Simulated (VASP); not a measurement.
# Ga2O3 (R-3c) in VASP: further runs, part 2 of 2

VASP 6.6.1. Earlier steps stand in the parts before.

## Step 3: Single point, r2SCAN (strain +0.050 along x and y, +0.050 along z)

File POSCAR:

```
Ga2O3
1.0
    2.6169174711      1.5108780064      4.7046999466
   -2.6169174711      1.5108780064      4.7046999466
    0.0000000000     -3.0217560128      4.7046999466
Ga O
4 6
Direct
    0.3554023483      0.3554023483      0.3554023483
    0.1445976517      0.1445976517      0.1445976517
    0.6445976517      0.6445976517      0.6445976517
    0.8554023483      0.8554023483      0.8554023483
    0.5536262452      0.9463737548      0.2500000000
    0.2500000000      0.5536262452      0.9463737548
    0.9463737548      0.2500000000      0.5536262452
    0.4463737548      0.0536262452      0.7500000000
    0.7500000000      0.4463737548      0.0536262452
    0.0536262452      0.7500000000      0.4463737548
```

File INCAR.step1:

```
SYSTEM = Ga2O3
  PREC = Accurate
  ENCUT = 520
  ISMEAR = 0
  SIGMA = 0.05
  LREAL = .False.
  LASPH = .True.
  NELM = 80
  NBANDS = 55
  GGA = PE
  ALGO = Normal
  EDIFF = 1E-4
  LWAVE = .True.
  LCHARG = .False.
```

File INCAR.step2:

```
SYSTEM = Ga2O3
  PREC = Accurate
  ENCUT = 520
  EDIFF = 1E-7
  ISMEAR = 0
  SIGMA = 0.05
  LREAL = .False.
  LASPH = .True.
  NELM = 80
  ALGO = Normal
  ISIF = 2
  LWAVE = .False.
  LCHARG = .False.
  METAGGA = R2SCAN
  LMIXTAU = .True.
  NBANDS = 55
  ISTART = 1
```

File KPOINTS:

```
regular mesh
0
Gamma
  6 6 6
  0 0 0
```

Potentials or basis: VASP PAW PBE potentials, release 64 (Ga_d, O).

Command:

```sh
> cat potpaw_PBE.64/Ga_d/POTCAR potpaw_PBE.64/O/POTCAR > POTCAR
> cp INCAR.step1 INCAR
> mpirun -np 1 vasp_std > vasp.out
> cp INCAR.step2 INCAR
> mpirun -np 1 vasp_std > vasp.out
```

OUTCAR:

```text
SYSTEM = Ga2O3
   PREC = Accurate
   ENCUT = 520
   EDIFF = 1E-7
   ISMEAR = 0
   LREAL = .False.
   LASPH = .True.
   NELM = 80
   ISIF = 2
   METAGGA = R2SCAN
   ISTART = 1

 ion  position               nearest neighbor table
   1  0.355  0.355  0.355-  10 2.02   8 2.02   9 2.02   5 2.18   7 2.18   6 2.18
   2  0.145  0.145  0.145-   9 2.02   8 2.02  10 2.02   5 2.18   7 2.18   6 2.18
   3  0.645  0.645  0.645-   7 2.02   5 2.02   6 2.02   8 2.18   9 2.18  10 2.18
   4  0.855  0.855  0.855-   6 2.02   5 2.02   7 2.02   8 2.18   9 2.18  10 2.18
   5  0.554  0.946  0.250-   3 2.02   4 2.02   1 2.18   2 2.18
   6  0.250  0.554  0.946-   4 2.02   3 2.02   1 2.18   2 2.18
   7  0.946  0.250  0.554-   3 2.02   4 2.02   1 2.18   2 2.18
   8  0.446  0.054  0.750-   1 2.02   2 2.02   3 2.18   4 2.18
   9  0.750  0.446  0.054-   2 2.02   1 2.02   3 2.18   4 2.18
  10  0.054  0.750  0.446-   1 2.02   2 2.02   3 2.18   4 2.18

  LATTYP: Found a trigonal (rhomboedric) cell.
 ALAT       =     5.5915302904
 COS(alpha) =     0.5619247826

  Lattice vectors:

 A1 = (   2.6169174711,   1.5108780064,   4.7046999466)
 A2 = (  -2.6169174711,   1.5108780064,   4.7046999466)
[... 207 lines left out ...]
      4     -14.7060      2.00000
      5     -14.6918      2.00000
      6     -14.6918      2.00000
[... 1381 lines left out ...]
     54      14.5297      0.00000
     55      14.7694      0.00000

 [... further k-points ...]

------------------------ aborting loop because EDIFF is reached ----------------------------------------

  FORCE on cell =-STRESS in cart. coord.  units (eV):
  Direction    XX          YY          ZZ          XY          YZ          ZX
  --------------------------------------------------------------------------------------
  -------------------------------------------------------------------------------------
  Total      -17.3417045    -17.3417045    -15.3856553     -0.0000000      0.0000000      0.0000000
  in kB     -248.9429071   -248.9429071   -220.8635127     -0.0000000      0.0000000      0.0000000
  external PRESSURE =    -239.5831090 kB  Pullay stress =       0.0000000 kB

 VOLUME and BASIS-vectors are now :
 -----------------------------------------------------------------------------
  energy-cutoff  :      520.00
  volume of cell :      111.61
      direct lattice vectors                 reciprocal lattice vectors
     2.616917471  1.510878006  4.704699947     0.191064489  0.110311134  0.070851135
    -2.616917471  1.510878006  4.704699947    -0.191064489  0.110311134  0.070851135
     0.000000000 -3.021756013  4.704699947     0.000000000 -0.220622269  0.070851135

 POSITION                                       TOTAL-FORCE (eV/Angst)
 -----------------------------------------------------------------------------------
      0.00000      0.00000      5.01618         0.000000     -0.000000      0.000197
      0.00000      0.00000      2.04087         0.000000     -0.000000     -0.000197
      0.00000      0.00000      9.09792         0.000000     -0.000000     -0.000197
      0.00000      0.00000     12.07323         0.000000     -0.000000      0.000197
     -1.02779      1.51088      8.23322        -0.035663     -0.000000     -0.000000
     -0.79456     -1.64553      8.23322         0.017831     -0.030885      0.000000
      1.82235      0.13465      8.23322         0.017831      0.030885      0.000000
      1.02779     -1.51088      5.88087         0.035663     -0.000000     -0.000000
      0.79456      1.64553      5.88087        -0.017831      0.030885      0.000000
     -1.82235     -0.13465      5.88087        -0.017831     -0.030885      0.000000
 -----------------------------------------------------------------------------------
    total drift:                               -0.000000     -0.000000      0.000000

  FREE ENERGIE OF THE ION-ELECTRON SYSTEM (eV)
  ---------------------------------------------------
  free  energy   TOTEN  =      -101.1171524262 eV

  energy  without entropy=     -101.1171524262  energy(sigma->0) =     -101.11715243
```

OUTCAR.step1:

```text
SYSTEM = Ga2O3
   PREC = Accurate
   ENCUT = 520
   ISMEAR = 0
   LREAL = .False.
   LASPH = .True.
[... 1648 lines left out ...]
      1.02779     -1.51088      5.88087         0.047835      0.000000      0.000000
      0.79456      1.64553      5.88087        -0.023917      0.041426      0.000000
     -1.82235     -0.13465      5.88087        -0.023917     -0.041426      0.000000
 -----------------------------------------------------------------------------------
    total drift:                               -0.000000     -0.000000      0.000000

  FREE ENERGIE OF THE ION-ELECTRON SYSTEM (eV)
  ---------------------------------------------------
  free  energy   TOTEN  =       -58.8422714708 eV

  energy  without entropy=      -58.8422714708  energy(sigma->0) =      -58.84227147
```

OSZICAR.step1:

```text
N       E                     dE             d eps       ncg     rms          rms(c)
DAV:   1     0.117314118488E+04    0.11731E+04   -0.40120E+04  4225   0.289E+03
DAV:   2     0.191996653670E+03   -0.98114E+03   -0.92242E+03  3600   0.795E+02
DAV:   3    -0.468385638992E+02   -0.23884E+03   -0.23155E+03  4063   0.252E+02
DAV:   4    -0.665588218379E+02   -0.19720E+02   -0.19474E+02  4490   0.772E+01
DAV:   5    -0.672355750419E+02   -0.67675E+00   -0.67503E+00  4474   0.147E+01    0.168E+01
DAV:   6    -0.588740979418E+02    0.83615E+01   -0.30966E+01  6053   0.528E+01    0.526E+00
DAV:   7    -0.589019295138E+02   -0.27832E-01   -0.23575E+00  3927   0.942E+00    0.329E+00
DAV:   8    -0.588743198789E+02    0.27610E-01   -0.60551E-01  4651   0.475E+00    0.139E+00
DAV:   9    -0.588403774324E+02    0.33942E-01   -0.13809E-01  5249   0.333E+00    0.159E-01
DAV:  10    -0.588421274934E+02   -0.17501E-02   -0.10024E-02  4051   0.749E-01    0.585E-02
DAV:  11    -0.588422862750E+02   -0.15878E-03   -0.94959E-04  4409   0.326E-01    0.524E-02
DAV:  12    -0.588422714708E+02    0.14804E-04   -0.12355E-04  2458   0.921E-02
   1 F= -.58842271E+02 E0= -.58842271E+02  d E =-.786113E-17
```

Wall time 8.3 min (1 thread of Intel Xeon 6975P-C (Granite Rapids), shared host); peak memory 0.36 GiB.

Results:

- Free energy: -101.1172 eV
- Pressure: -24.0 GPa
- Largest force: 0.036 eV/Å
- Band gap on the k mesh: 2.01 eV (least direct gap 2.21 eV)

Forces on the atoms (eV/Å):
```
Ga   0.000  0.000  0.000
Ga   0.000  0.000  0.000
Ga   0.000  0.000  0.000
Ga   0.000  0.000  0.000
O   -0.036  0.000  0.000
O    0.018 -0.031  0.000
O    0.018  0.031  0.000
O    0.036  0.000  0.000
O   -0.018  0.031  0.000
O   -0.018 -0.031  0.000
```

Stress tensor (GPa, compression positive):
```
-24.89   0.00   0.00
  0.00 -24.89   0.00
  0.00   0.00 -22.09
```

Levels at points of the mesh, in eV from the valence-band top:
```tsv
k point	band 41	band 42	band 43	band 44	band 45	band 46	band 47	band 48
(0.00, 0.00, 0.00)	-0.31	-0.27	-0.19	-0.19	2.01	6.07	6.57	8.26
(0.50, 0.00, 0.00)	-0.80	-0.80	-0.14	-0.14	5.69	5.69	6.16	6.16
(0.50, 0.50, 0.00)	-0.74	-0.67	-0.26	-0.14	5.76	6.02	6.89	7.01
(0.50, 0.50, 0.50)	-0.27	-0.27	-0.27	-0.27	5.16	5.16	7.21	7.21
```

Caveat: the cell differs from its parent crystal (strain +0.050 along x and y, +0.050 along z); the cell stands under tension; the PAW data sets were made with another functional, which shifts forces and pressure a little. A k mesh can miss the band edges.

## Step 4: Single point, r2SCAN (strain +0.050 along x and y, -0.025 along z)

Changes to POSCAR since step 3:

```diff
@@ -2,5 +2,5 @@
 1.0
-    2.6169174711      1.5108780064      4.7046999466
-   -2.6169174711      1.5108780064      4.7046999466
-    0.0000000000     -3.0217560128      4.7046999466
+    2.6169174711      1.5108780064      4.3686499504
+   -2.6169174711      1.5108780064      4.3686499504
+    0.0000000000     -3.0217560128      4.3686499504
 Ga O
```

File INCAR.step1:

```
PREC = Accurate ; ENCUT = 520
ISMEAR = 0 ; SIGMA = 0.05
LREAL = F ; LASPH = T
NELM = 100 ; NBANDS = 55
GGA = PE ; ALGO = Normal
EDIFF = 1E-4 ; LWAVE = T
LCHARG = F
```

File INCAR.step2:

```
PREC = Accurate ; ENCUT = 520
EDIFF = 1E-6 ; ISMEAR = 0
SIGMA = 0.05 ; LREAL = F
LASPH = T ; NELM = 100
ALGO = Normal ; ISIF = 2
LWAVE = F ; LCHARG = F
METAGGA = R2SCAN ; LMIXTAU = T
NBANDS = 55 ; ISTART = 1
```

File KPOINTS:

```
regular mesh
0
Gamma
  6 6 6
```

Command:

```sh
> cat potpaw_PBE.64/Ga_d/POTCAR potpaw_PBE.64/O/POTCAR > POTCAR
> cp INCAR.step1 INCAR
> mpirun -np 1 vasp_std > vasp.out
> cp INCAR.step2 INCAR
> mpirun -np 1 vasp_std > vasp.out
```

Run time: 8.5 min. Hardware: 1 thread of AMD EPYC 9R45 (Zen 5), shared host; peak memory 0.3 GiB.

It converged, with:

```
Free energy            : -101.6996 eV
Pressure               : -14.2 GPa
Largest force          : 0.338 eV/Å
Band gap on the k mesh : 2.51 eV (least direct gap 2.60 eV)
```

Forces in eV/Å, atoms in the order of the input:
```
Ga   0.000  0.000  0.338
Ga   0.000  0.000 -0.338
Ga   0.000  0.000 -0.338
Ga   0.000  0.000  0.338
O   -0.067  0.000  0.000
O    0.034 -0.058  0.000
O    0.034  0.058  0.000
O    0.067  0.000  0.000
O   -0.034  0.058  0.000
O   -0.034 -0.058  0.000
```

Stress tensor (GPa, compression positive):
```
-21.05   0.00   0.00
  0.00 -21.05   0.00
  0.00   0.00  -0.38
```

Levels at points of the mesh, in eV from the valence-band top:
| k point | band 42 | band 43 | band 44 | band 45 | band 46 | band 47 |
| --- | --- | --- | --- | --- | --- | --- |
| (0.00, 0.00, 0.00) | -0.35 | -0.35 | -0.09 | 2.51 | 6.70 | 6.80 |
| (0.50, 0.00, 0.00) | -0.85 | -0.15 | -0.15 | 6.28 | 6.28 | 6.59 |
| (0.50, 0.50, 0.00) | -0.62 | -0.24 | -0.16 | 6.35 | 6.56 | 7.25 |
| (0.50, 0.50, 0.50) | -0.55 | -0.55 | -0.55 | 5.64 | 5.64 | 7.92 |

Caveat: the cell differs from its parent crystal (strain +0.050 along x and y, -0.025 along z); the cell stands under tension; the PAW data sets were made with another functional, which shifts forces and pressure a little. A k mesh can miss the band edges.

## Step 5: Single point, r2SCAN (strain +0.025 along x and y, +0.025 along z)

Changes to POSCAR since step 4:

```diff
@@ -2,5 +2,5 @@
 1.0
-    2.6169174711      1.5108780064      4.3686499504
-   -2.6169174711      1.5108780064      4.3686499504
-    0.0000000000     -3.0217560128      4.3686499504
+    2.5546099123      1.4749047206      4.5926832812
+   -2.5546099123      1.4749047206      4.5926832812
+    0.0000000000     -2.9498094411      4.5926832812
 Ga O
```

File INCAR.step1:

```
PREC     = Accurate       # precision mode
ENCUT    = 520            # plane-wave cutoff, eV
ISMEAR   = 0              # smearing method
SIGMA    = 0.05           # smearing width, eV
LREAL    = False          # projectors in reciprocal space
LASPH    = True           # aspherical terms in the spheres
NELM     = 80             # most SCF steps
NBANDS   = 55             # bands
GGA      = PE             # functional
ALGO     = Normal         # electronic algorithm
EDIFF    = 1E-4           # SCF threshold, eV
LWAVE    = True           # write WAVECAR
LCHARG   = False          # write CHGCAR
```

File INCAR.step2:

```
PREC     = Accurate       # precision mode
ENCUT    = 520            # plane-wave cutoff, eV
EDIFF    = 1E-6           # SCF threshold, eV
ISMEAR   = 0              # smearing method
SIGMA    = 0.05           # smearing width, eV
LREAL    = False          # projectors in reciprocal space
LASPH    = True           # aspherical terms in the spheres
NELM     = 80             # most SCF steps
ALGO     = Normal         # electronic algorithm
ISIF     = 2              # what is computed and relaxed
LWAVE    = False          # write WAVECAR
LCHARG   = False          # write CHGCAR
METAGGA  = R2SCAN         # meta-GGA
LMIXTAU  = True         
NBANDS   = 55             # bands
ISTART   = 1
```

KPOINTS is that of step 4.

Command:

```sh
> cat potpaw_PBE.64/Ga_d/POTCAR potpaw_PBE.64/O/POTCAR > POTCAR
> cp INCAR.step1 INCAR
> mpirun -np 1 vasp_std > vasp.out
> cp INCAR.step2 INCAR
> mpirun -np 1 vasp_std > vasp.out
```

It took 12 min on 1 thread of AMD EPYC 9R45 (Zen 5), shared host; peak memory 0.32 GiB.

Results (log left out):

```yaml
Free_energy: -102.0418 eV
Pressure: -13.5 GPa
Largest_force: 0.036 eV/Å
Band_gap_on_the_k_mesh: 2.74 eV (least direct gap 2.96 eV)
```

Forces on the atoms (eV/Å):
```
Ga   0.000  0.000 -0.016
Ga   0.000  0.000  0.016
Ga   0.000  0.000  0.016
Ga   0.000  0.000 -0.016
O   -0.036  0.000  0.000
O    0.018 -0.031  0.000
O    0.018  0.031  0.000
O    0.036  0.000  0.000
O   -0.018  0.031  0.000
O   -0.018 -0.031  0.000
```

Stress tensor (GPa, compression positive):
```
-13.93   0.00   0.00
  0.00 -13.93   0.00
  0.00   0.00 -12.55
```

Levels at points of the mesh, in eV from the valence-band top:
| k point | band 42 | band 43 | band 44 | band 45 | band 46 | band 47 |
| --- | --- | --- | --- | --- | --- | --- |
| (0.00, 0.00, 0.00) | -0.29 | -0.22 | -0.22 | 2.74 | 6.76 | 7.11 |
| (0.50, 0.00, 0.00) | -0.90 | -0.15 | -0.15 | 6.42 | 6.42 | 6.83 |
| (0.50, 0.50, 0.00) | -0.69 | -0.26 | -0.15 | 6.52 | 6.76 | 7.70 |
| (0.50, 0.50, 0.50) | -0.29 | -0.29 | -0.29 | 5.87 | 5.87 | 7.96 |

Caveat: the cell differs from its parent crystal (strain +0.025 along x and y, +0.025 along z); the cell stands under tension; the PAW data sets were made with another functional, which shifts forces and pressure a little.

## Step 6: The runs side by side

| cell | gap on the mesh (eV) | pressure (GPa) | largest force (eV/Å) |
| --- | --- | --- | --- |
| a = 5.498 Å, angles 56.9°, 10 atoms | 2.21 | -21.2 | 0.09 |
| a = 5.592 Å, angles 55.8°, 10 atoms | 2.01 | -24.0 | 0.04 |
| a = 5.312 Å, angles 59.0°, 10 atoms | 2.51 | -14.2 | 0.34 |
| a = 5.458 Å, angles 55.8°, 10 atoms | 2.74 | -13.5 | 0.04 |

Alike in all rows: task single point; level r2SCAN; potentials or basis VASP PAW PBE potentials, release 64 (Ga_d, O); no spin polarisation; k mesh 6 × 6 × 6; cutoff (eV) 520; smearing gaussian 0.05 eV.

Caveats: the cell stands under tension; the PAW data sets were made with another functional, which shifts forces and pressure a little.

Absolute energies hang on the potentials; compare differences alone.
